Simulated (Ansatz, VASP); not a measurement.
# Re2S3 in VASP and in Ansatz

```xyz
5
Lattice="3.8015 0.0000 0.0000 -1.9007 3.2922 0.0000 0.0000 0.0000 6.4432" Properties=species:S:1:pos:R:3 pbc="T T T"
Re    0.0000    2.1948    1.6290
Re    1.9007    1.0974    4.8142
S     0.0000    0.0000    0.0000
S     0.0000    2.1948    4.0447
S     1.9007    1.0974    2.3985
```

Alike in both runs: functional PBE; k mesh 6 × 6 × 4; occupations gaussian, width 0.1 eV; no spin polarisation.

Ansatz relaxed the structure, and its values are those at the end. VASP's run is a single point on that final structure, the one shown.

|  | VASP | Ansatz |
| --- | --- | --- |
| version | VASP 6.6.1 | Ansatz 0.2.0 |
| potentials or method | VASP PAW PBE potentials, release 64 (Re_sv_GW, S), cutoff 500 eV | scalar-relativistic, plane waves, PAW |
| valence electrons in the cell | 48 | 48 |

```csv
,VASP,Ansatz,Ansatz less VASP
gap on the k mesh at the Fermi level (eV),none,none,-
pressure (GPa),-1.0,0.0,+0.96
rms of the force components (eV/Å),0.007,0.005,-0.0017
```

A gap of «none» marks a metal or a gap that the smearing closes.

Neither program's run includes spin-orbit coupling.
